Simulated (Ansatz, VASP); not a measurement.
One calculation of Li2Rh, two programs

```
Li Rh
1.0
    -1.53880    1.53880    3.77487
     1.53880   -1.53880    3.77487
     1.53880    1.53880   -3.77487
Li Rh
2 1
Direct
  0.66500 0.66500 0.00000
  0.33500 0.33500 0.00000
  0.00000 0.00000 0.00000
```

Alike in both runs: task single point; functional r2SCAN; k mesh 8 × 8 × 8; occupations gaussian, width 0.1 eV; no spin polarisation.

|  | VASP | Ansatz |
| --- | --- | --- |
| version | VASP 6.6.1 | Ansatz 0.2.0 |
| potentials or method | VASP PAW PBE potentials, release 64 (Li_sv, Rh_pv), cutoff 520 eV | scalar-relativistic, plane waves, PAW |
| valence electrons in the cell | 21 | 23 |

Ansatz gave:

* gap on the k mesh at the Fermi level (eV): none
* rms of the force components (eV/Å): 0.050

Problem. Which values does VASP return?

Solution. gap on the k mesh at the Fermi level (eV): none; rms of the force components (eV/Å): 0.040.

VASP's potentials were made for PBE, not for r2SCAN. Atom by atom the forces differ by 0.010 eV/Å (rms over components). A gap of «none» marks a metal or a gap that the smearing closes. VASP's potentials hold 21 valence electrons a cell and Ansatz's 23, so a difference there can come from the potentials and not from the codes.

The k mesh is coarse, so the values compare programs but aren't converged. Noted on VASP's run: the cutoff is under 1.25 times that of the potentials, so the pressure is a little rough.
